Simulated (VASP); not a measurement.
A run of VASP 6.6.1 is set up as follows.

INCAR

```
ALGO = Fast
EDIFF = 1E-6
ENCUT = 520
GGA = PE
ISIF = 2
ISMEAR = 0
LASPH = True
LCHARG = False
LREAL = False
LWAVE = False
NBANDS = 31
NELM = 60
PREC = Accurate
SIGMA = 0.1
```

KPOINTS

```
k-points
0
Gamma
  10 10 4
```

Contents of POSCAR:

```
TiAl3
1.0
    3.9222537959      0.0000000000      0.0000000000
    0.0000000000      3.9222537959      0.0000000000
    0.0000000000      0.0000000000      8.5193358774
Ti Al
2 6
Direct
    0.0000000000      0.0000000000      0.0000000000
    0.5000000000      0.5000000000      0.5000000000
    0.5000000000      0.5000000000      0.0000000000
    0.0000000000      0.5000000000      0.2500000000
    0.5000000000      0.0000000000      0.2500000000
    0.0000000000      0.0000000000      0.5000000000
    0.5000000000      0.0000000000      0.7500000000
    0.0000000000      0.5000000000      0.7500000000
```

Potentials or basis: VASP PAW PBE potentials, release 64 (Ti_sv, Al).

Run with:

```bash
$ cat potpaw_PBE.64/Ti_sv/POTCAR potpaw_PBE.64/Al/POTCAR > POTCAR
$ mpirun -np 1 vasp_std > vasp.out
```

Q: Estimate the pressure.

A: -2.8 GPa.

Q: Estimate the band gap on the k mesh.

A: Zero (bands 21 and 22 overlap by 1.98 eV).

Stress tensor (GPa, compression positive):
```
-4.58  0.00  0.00
 0.00 -4.58  0.00
 0.00  0.00  0.71
```

Caveat: the cell differs from its parent crystal (biaxial strain in the a-b plane: +2.0 %).
